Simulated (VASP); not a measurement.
A run of VASP 6.6.1 is set up as follows.

The input INCAR:

```
ALGO = Normal ; EDIFF = 1E-6
ENCUT = 520 ; GGA = CA
ISIF = 2 ; ISMEAR = 0
ISPIN = 2 ; LASPH = True
LCHARG = True ; LELF = True
LMAXMIX = 4 ; LORBIT = 11
LREAL = False ; LVHAR = True
LWAVE = False ; MAGMOM = 0 1
NBANDS = 20 ; NELM = 150
PREC = Accurate ; SIGMA = 0.1
```

Contents of KPOINTS:

```
k-points
0
Gamma
  7 7 7
```

POSCAR

```
KNi
1.0
    3.6604778900      0.0000000000      0.0000000000
    0.0000000000      3.6604778900      0.0000000000
    0.0000000000      0.0000000000      3.4788877700
K Ni
1 1
Direct
   -0.0027010000     -0.0027880000      0.0025890000
    0.5056830000      0.5003780000      0.5263380000
```

Potentials or basis: VASP PAW LDA potentials, release 64 (K_sv, Ni).

Command:

```console
$ cat potpaw_LDA.64/K_sv/POTCAR potpaw_LDA.64/Ni/POTCAR > POTCAR
$ mpirun -np 1 vasp_std > vasp.out
```

(1) Predict the net moment.

(2) Estimate the pressure.

(3) What does it give for the largest force?

(4) Estimate the site moments.

## Answers

(1) 0.59 μB per cell.

(2) -0.3 GPa.

(3) 0.149 eV/Å.

(4) K -0.00; Ni +0.59 μB.
